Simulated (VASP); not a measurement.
# SnO2 in VASP: notebook

SnO2 is run at these levels: PBE+D3(BJ); tasks: single point.

Program: VASP 6.6.1. These are calculated values, not measurements. Logs are shortened: lines on timing, memory, paths and dates and some standing lists are left out, and cuts for length are marked.

**1. The cell of the first run**

The cell holds a sheet with vacuum, 6 atoms: a = 2.607 Å, b = 2.607 Å, c = 21.000 Å, α = 90.00°, β = 90.00°, γ = 90.00°.

**2. Single point, PBE+D3(BJ)**

The input, INCAR:

```
PREC = Accurate
ENCUT = 520
EDIFF = 1E-6
ISMEAR = 0
SIGMA = 0.1
LREAL = F
LASPH = T
NELM = 100
ALGO = Normal
ISIF = 2
LWAVE = F
LCHARG = F
LDIPOL = T
IDIPOL = 3
DIPOL = 0.5 0.5 0.500
GGA = PE
IVDW = 12
NBANDS = 35
```

The input, KPOINTS:

```
Automatic mesh
0
Gamma
  6 6 1
```

The input, POSCAR:

```
SnO2
1.0
    2.6066423600      0.0000000000      0.0000000000
    0.0000000000      2.6066423600      0.0000000000
    0.0000000000      0.0000000000     21.0000000000
Sn O
2 4
Direct
    0.0000000000      0.0000000000      0.3974476200
    0.5000000000      0.5000000000      0.6025523800
    0.5000000000      0.5000000000      0.4378571400
    0.5000000000      0.5000000000      0.3570380900
    0.0000000000      0.0000000000      0.6429619100
    0.0000000000      0.0000000000      0.5621428600
```

Potentials or basis: VASP PAW PBE potentials, release 64 (Sn_d, O).

Run with:

```
$ cat potpaw_PBE.64/Sn_d/POTCAR potpaw_PBE.64/O/POTCAR > POTCAR
$ mpirun -np 1 vasp_std > vasp.out
```

OUTCAR:

```text
PREC = Accurate
   ENCUT = 520
   EDIFF = 1E-6
   ISMEAR = 0
   LREAL = F
   LASPH = T
   NELM = 100
   ISIF = 2
   GGA = PE
   IVDW = 12
 IVDW          = 12

 ion  position               nearest neighbor table
   1  0.000  0.000  0.397-   3 2.03   3 2.03   3 2.03   3 2.03   4 2.03   4 2.03   4 2.03   4 2.03

   2  0.500  0.500  0.603-   6 2.03   6 2.03   6 2.03   6 2.03   5 2.03   5 2.03   5 2.03   5 2.03

   3  0.500  0.500  0.438-   4 1.70   1 2.03   1 2.03   1 2.03   1 2.03
   4  0.500  0.500  0.357-   3 1.70   1 2.03   1 2.03   1 2.03   1 2.03
   5  0.000  0.000  0.643-   6 1.70   2 2.03   2 2.03   2 2.03   2 2.03
   6  0.000  0.000  0.562-   5 1.70   2 2.03   2 2.03   2 2.03   2 2.03

  LATTYP: Found a simple tetragonal cell.
 ALAT       =     2.6066423600
 C/A-ratio  =     8.0563411085

  Lattice vectors:

 A1 = (   2.6066423600,   0.0000000000,   0.0000000000)
 A2 = (   0.0000000000,   2.6066423600,   0.0000000000)
 A3 = (   0.0000000000,   0.0000000000,  21.0000000000)

Analysis of symmetry for initial positions (statically):
=====================================================================
 Subroutine PRICEL returns:
 Original cell was already a primitive cell.

 Routine SETGRP: Setting up the symmetry group for a
 simple tetragonal supercell.

 Subroutine GETGRP returns: Found 16 space group operations
 (whereof  8 operations were pure point group operations)
 out of a pool of 16 trial point group operations.

The static configuration has the point symmetry C_4v.
 The point group associated with its full space group is D_4h.

Analysis of symmetry for dynamics (positions and initial velocities):
=====================================================================
 Subroutine PRICEL returns:
 Original cell was already a primitive cell.

 Routine SETGRP: Setting up the symmetry group for a
 simple tetragonal supercell.

 Subroutine GETGRP returns: Found 16 space group operations
 (whereof  8 operations were pure point group operations)
 out of a pool of 16 trial point group operations.

The dynamic configuration has the point symmetry C_4v.
 The point group associated with its full space group is D_4h.

 Subroutine INISYM returns: Found 16 space group operations
 (whereof  8 operations are pure point group operations),
 and found     1 'primitive' translations

----------------------------------------------------------------------------------------

                                     Primitive cell

  volume of cell :     142.6863

  direct lattice vectors                    reciprocal lattice vectors
     2.606642360  0.000000000  0.000000000     0.383635291  0.000000000  0.000000000
     0.000000000  2.606642360  0.000000000     0.000000000  0.383635291  0.000000000
     0.000000000  0.000000000 21.000000000     0.000000000  0.000000000  0.047619048

  length of vectors
     2.606642360  2.606642360 21.000000000     0.383635291  0.383635291  0.047619048

  position of ions in fractional coordinates (direct lattice)
     0.000000000  0.000000000  0.397447620
     0.500000000  0.500000000  0.602552380
     0.500000000  0.500000000  0.437857140
     0.500000000  0.500000000  0.357038090
     0.000000000  0.000000000  0.642961910
     0.000000000  0.000000000  0.562142860

  ion indices of the primitive-cell ions
   primitive index   ion index
                 1           1
                 2           2
                 3           3
                 4           4
                 5           5
                 6           6

----------------------------------------------------------------------------------------

 KPOINTS: Automatic mesh

Automatic generation of k-mesh.
 Grid dimensions read from file:
 generate k-points for:    6    6    1

 Generating k-lattice:

  Cartesian coordinates                     Fractional coordinates (reciprocal lattice)
     0.063939215  0.000000000  0.000000000     0.166666667  0.000000000  0.000000000
     0.000000000  0.063939215  0.000000000     0.000000000  0.166666667  0.000000000
     0.000000000  0.000000000  0.047619048     0.000000000  0.000000000  1.000000000

  Length of vectors
     0.063939215  0.063939215  0.047619048

  Shift w.r.t. Gamma in fractional coordinates (k-lattice)
     0.000000000  0.000000000  0.000000000

 Subroutine IBZKPT returns following result:
 ===========================================

 Found     10 irreducible k-points:

 Following reciprocal coordinates:
            Coordinates               Weight
  0.000000  0.000000  0.000000      1.000000
  0.166667  0.000000  0.000000      4.000000
  0.333333  0.000000  0.000000      4.000000
  0.500000  0.000000  0.000000      2.000000
  0.166667  0.166667  0.000000      4.000000
  0.333333  0.166667  0.000000      8.000000
  0.500000  0.166667  0.000000      4.000000
  0.333333  0.333333  0.000000      4.000000
  0.500000  0.333333  0.000000      4.000000
  0.500000  0.500000  0.000000      1.000000
   k-points           NKPTS =     10   k-points in BZ     NKDIM =     10   number of bands    NBANDS=     35
   number of dos      NEDOS =    301   number of ions     NIONS =      6
   total plane-waves  NPLWV =  64000
   dimension x,y,z NGX =    20 NGY =   20 NGZ =  160
   dimension x,y,z NGXF=    40 NGYF=   40 NGZF=  320
   ions per type =               2   4
   NGX,Y,Z   is equivalent  to a cutoff of  12.76, 12.76, 12.67 a.u.
   NGXF,Y,Z  is equivalent  to a cutoff of  25.51, 25.51, 25.33 a.u.
 SYSTEM =  unknown system
   PREC   = accura    normal or accurate (medium, high low for compatibility)
   ISTART =      0    job   : 0-new  1-cont  2-samecut
   ICHARG =      2    charge: 1-file 2-atom 10-const
   ISPIN  =      1    spin polarized calculation?
   LNONCOLLINEAR =      F non collinear calculations
   LSORBIT =      F    spin-orbit coupling
   LASPH  =      T    aspherical Exc in radial PAW
   ENCUT  =  520.0 eV  38.22 Ry    6.18 a.u.   4.85  4.85 39.05*2*pi/ulx,y,z
   NELM   =    100;   NELMIN=  2; NELMDL= -5     # of ELM steps
   EDIFF  = 0.1E-05   stopping-criterion for ELM
   LREAL  =      F    real-space projection
   EDIFFG = 0.1E-04   stopping-criterion for IOM
   NSW    =      0    number of steps for IOM
   IBRION =     -1    ionic relax: 0-MD 1-quasi-New 2-CG
   NFREE  =      0    steps in history (QN), initial steepest desc. (CG)
   ISIF   =      2    stress and relaxation
   ISYM   =      2    0-nonsym 1-usesym 2-fastsym
   POTIM  = 0.5000    time-step for ionic-motion
   TEBEG  =    0.0;   TEEND  =   0.0 temperature during run
   PSTRESS=    0.0 pullay stress
   NELECT =      52.0000    total number of electrons
   NUPDOWN=      -1.0000    fix difference up-down
   EMIN   =  10.00;   EMAX   =-10.00  energy-range for DOS
   EFERMI =   0.00;   METHOD = LEGACY
   ISMEAR =     0;   SIGMA  =   0.10  broadening in eV -4-tet -1-fermi 0-gaus
   EFERMI_NEDOS =   21; number of points for ismear=-14 and -15
   IALGO  =     38    algorithm
   IMIX   =      4    mixing-type and parameters
     AMIX     =   0.40;   BMIX     =  1.00
     AMIX_MAG =   1.60;   BMIX_MAG =  1.00
  volume/ion in A,a.u.               =      23.78       160.48
  Fermi-wavevector in a.u.,A,eV,Ry     =   1.169361  2.209772 18.604672  1.367405
  Thomas-Fermi vector in A             =   2.305835
   LORBIT       =      0    0 simple, 1 ext, 2 COOP (PROOUT), +10 PAW based schemes
   GGA     = PE    functional components
   LHFCALC =     F    Hartree Fock is set to
   AEXX    =    0.0000 exact exchange contribution
   IVDW    =    12    specifies the selected vdW correction
   LEPSILON=     F    determine dielectric tensor
   LRPA    =     F    only Hartree local field effects (RPA)
 non-spin polarized calculation
 Gauss-broadening in eV      SIGMA  =   0.10
  energy-cutoff  :      520.00
  volume of cell :      142.69
 maximum number of plane-waves:      3876
 NGX is ok and might be reduce to    20
   NGX =  9   NGY =  9   NGZ = 79

 number of electron      51.9999982 magnetization

 dipolmoment           0.000000      0.000000     -0.000000 electrons x Angstroem

 Free energy of the ion-electron system (eV)
  ---------------------------------------------------
  ext. energy  EPLUGINS =         0.00000000
  ---------------------------------------------------
  free energy    TOTEN  =       -18.40960350 eV

  energy without entropy =      -18.37638271  energy(sigma->0) =      -18.39299310

 E-fermi :   1.6547     XC(G=0):  -5.5481

 val. band max:        1.5935171540   @ k =   0.3333   0.1667   0.0000
 cond. band min:       1.7106294624   @ k =   0.3333   0.3333   0.0000
 fundamental gap:      0.1171123084
 Fermi energy:         1.6546865359

 k-point     1 :       0.0000    0.0000    0.0000
  band No.  band energies     occupation
      1     -25.0844      2.00000
      2     -25.0639      2.00000
      3     -22.9044      2.00000
      4     -22.9042      2.00000
      5     -21.5106      2.00000
      6     -21.5106      2.00000
[... 27 lines left out ...]
     34       8.8738      0.00000
     35       9.9494      0.00000

 k-point     2 :       0.1667    0.0000    0.0000
  band No.  band energies     occupation
      1     -24.6393      2.00000
      2     -24.6203      2.00000
      3     -22.7174      2.00000
      4     -22.7174      2.00000
      5     -21.9611      2.00000
      6     -21.9533      2.00000
[... 27 lines left out ...]
     34       9.4822      0.00000
     35      10.3168      0.00000

 k-point     3 :       0.3333    0.0000    0.0000
  band No.  band energies     occupation
      1     -23.5447      2.00000
      2     -23.5333      2.00000
      3     -22.6001      2.00000
      4     -22.5928      2.00000
      5     -22.3647      2.00000
      6     -22.3621      2.00000
[... 27 lines left out ...]
     34       9.6477      0.00000
     35       9.6517      0.00000

 k-point     4 :       0.5000    0.0000    0.0000
  band No.  band energies     occupation
      1     -22.8529      2.00000
      2     -22.8529      2.00000
      3     -22.6130      2.00000
      4     -22.6130      2.00000
      5     -22.4154      2.00000
      6     -22.4154      2.00000
[... 27 lines left out ...]
     34      10.2642      0.00000
     35      11.6140      0.00000

 k-point     5 :       0.1667    0.1667    0.0000
  band No.  band energies     occupation
      1     -24.3775      2.00000
      2     -24.3611      2.00000
      3     -22.5109      2.00000
      4     -22.5106      2.00000
      5     -22.0436      2.00000
      6     -22.0329      2.00000
[... 27 lines left out ...]
     34      10.0412      0.00000
     35      10.6932      0.00000

 k-point     6 :       0.3333    0.1667    0.0000
  band No.  band energies     occupation
      1     -24.0054      2.00000
      2     -23.9971      2.00000
      3     -22.4721      2.00000
      4     -22.4653      2.00000
      5     -22.2609      2.00000
      6     -22.2608      2.00000
[... 27 lines left out ...]
     34       9.7527      0.00000
     35      10.1647      0.00000

 k-point     7 :       0.5000    0.1667    0.0000
  band No.  band energies     occupation
      1     -23.9190      2.00000
      2     -23.9190      2.00000
      3     -22.6844      2.00000
      4     -22.6844      2.00000
      5     -22.2393      2.00000
      6     -22.2393      2.00000
[... 27 lines left out ...]
     34       9.9917      0.00000
     35      12.1539      0.00000

 k-point     8 :       0.3333    0.3333    0.0000
  band No.  band energies     occupation
      1     -24.7023      2.00000
      2     -24.6988      2.00000
      3     -22.2603      2.00000
      4     -22.2537      2.00000
      5     -21.9536      2.00000
      6     -21.9511      2.00000
[... 27 lines left out ...]
     34      10.5039      0.00000
     35      10.9374      0.00000

 k-point     9 :       0.5000    0.3333    0.0000
  band No.  band energies     occupation
      1     -24.9770      2.00000
      2     -24.9770      2.00000
      3     -22.3115      2.00000
      4     -22.3115      2.00000
      5     -21.9287      2.00000
      6     -21.9287      2.00000
[... 27 lines left out ...]
     34       9.9825      0.00000
     35      13.5489      0.00000

 k-point    10 :       0.5000    0.5000    0.0000
  band No.  band energies     occupation
      1     -25.3444      2.00000
      2     -25.3444      2.00000
      3     -22.1026      2.00000
      4     -22.1026      2.00000
      5     -22.0995      2.00000
      6     -22.0995      2.00000
[... 27 lines left out ...]
     34      10.0679      0.00000
     35      14.7084      0.00000

------------------------ aborting loop because EDIFF is reached ----------------------------------------

 vacuum level on the upper side and lower side of the slab       (xc-potential included)        -0.167        -0.167

 Edisp (eV)   -1.25988

 E8    (eV) :    -0.5172

  FORCE on cell =-STRESS in cart. coord.  units (eV):
  Direction    XX          YY          ZZ          XY          YZ          ZX
  --------------------------------------------------------------------------------------
  -------------------------------------------------------------------------------------
  Total      43.53757    43.53757    56.40214     0.00000     0.00000    -0.00000
  in kB     488.86908   488.86908   633.32113     0.00000     0.00000    -0.00000
  external pressure =      537.02 kB  Pullay stress =        0.00 kB

 VOLUME and BASIS-vectors are now :
 -----------------------------------------------------------------------------
  energy-cutoff  :      520.00
  volume of cell :      142.69
      direct lattice vectors                 reciprocal lattice vectors
     2.606642360  0.000000000  0.000000000     0.383635291  0.000000000  0.000000000
     0.000000000  2.606642360  0.000000000     0.000000000  0.383635291  0.000000000
     0.000000000  0.000000000 21.000000000     0.000000000  0.000000000  0.047619048

 POSITION                                       TOTAL-FORCE (eV/Angst)
 -----------------------------------------------------------------------------------
      0.00000      0.00000      8.34640         0.000000     -0.000000      0.146544
      1.30332      1.30332     12.65360        -0.000000      0.000000     -0.146544
      1.30332      1.30332      9.19500        -0.000000      0.000000     17.052046
      1.30332      1.30332      7.49780        -0.000000     -0.000000    -16.936450
      0.00000      0.00000     13.50220         0.000000      0.000000     16.936450
      0.00000      0.00000     11.80500         0.000000      0.000000    -17.052046
 -----------------------------------------------------------------------------------
    total drift:                               -0.000000      0.000000     -0.000000

  FREE ENERGIE OF THE ION-ELECTRON SYSTEM (eV)
  ---------------------------------------------------
  free  energy   TOTEN  =       -19.6694824703 eV

  energy  without entropy=      -19.6362616831  energy(sigma->0) =      -19.65287208

 vacuum level on the upper side and lower side of the slab         6.759         6.759
```

Run time: 2.2 min. Hardware: 1 thread of Intel Xeon 8259CL, shared host; peak memory 0.25 GiB.

What came out:

```
Free energy                : -19.6695 eV
Largest force              : 17.052 eV/Å
Band gap on the k mesh     : zero (bands 26 and 27 overlap by 1.71 eV)
Dispersion energy per atom : -0.210 eV
```

Forces in eV/Å, atoms in the order of the input:
```
Sn    0.000   0.000   0.147
Sn    0.000   0.000  -0.147
O     0.000   0.000  17.052
O     0.000   0.000 -16.936
O     0.000   0.000  16.936
O     0.000   0.000 -17.052
```

Caveat: the k points lie up to 0.40 Å⁻¹ apart, too coarse for converged energies and pressures of a metal; spin-orbit coupling is left out, which moves the levels of the heavy elements.

**3. Single point, PBE+D3(BJ)**

The input, INCAR:

```
SYSTEM = SnO2
PREC = Accurate
ENCUT = 520
EDIFF = 1E-6
ISMEAR = 0
SIGMA = 0.1
LREAL = .False.
LASPH = .True.
NELM = 80
ALGO = Normal
ISIF = 2
LWAVE = .False.
LCHARG = .False.
LDIPOL = .True.
IDIPOL = 3
DIPOL = 0.5 0.5 0.500
GGA = PE
IVDW = 12
NBANDS = 35
```

The input, KPOINTS:

```
regular mesh
0
Gamma
  6 6 1
  0 0 0
```

POSCAR is that of step 2.

Potentials or basis: VASP PAW PBE potentials, release 64 (Sn_d, O).

Run with:

```
$ cat potpaw_PBE.64/Sn_d/POTCAR potpaw_PBE.64/O/POTCAR > POTCAR
$ mpirun -np 1 vasp_std > vasp.out
```

Wall time 2.2 min (1 thread of Intel Xeon 8259CL, shared host); peak memory 0.25 GiB.

Results (log left out):

```
Free energy                : -19.6695 eV
Largest force              : 17.052 eV/Å
Band gap on the k mesh     : zero (bands 26 and 27 overlap by 1.71 eV)
Dispersion energy per atom : -0.210 eV
```

Forces on the atoms (eV/Å):
```
Sn    0.000   0.000   0.147
Sn    0.000   0.000  -0.147
O     0.000   0.000  17.052
O     0.000   0.000 -16.936
O     0.000   0.000  16.936
O     0.000   0.000 -17.052
```

Levels at points of the mesh, in eV from the Fermi level:
| k point | band 24 | band 25 | band 26 | band 27 | band 28 | band 29 |
| --- | --- | --- | --- | --- | --- | --- |
| (0.00, 0.00, 0.00) | -3.02 | -2.32 | -2.16 | -1.66 | -0.53 | 3.89 |
| (0.50, 0.00, 0.00) | -3.52 | -0.20 | -0.20 | 3.23 | 3.23 | 6.11 |
| (0.50, 0.50, 0.00) | -5.01 | -1.82 | -1.82 | 0.15 | 0.15 | 4.22 |

Caveat: the k points lie up to 0.40 Å⁻¹ apart, too coarse for converged energies and pressures of a metal; spin-orbit coupling is left out, which moves the levels of the heavy elements.

[end of part 1 of 2]

The gap in the log of VASP goes by the Fermi energy; the results here count the filled bands.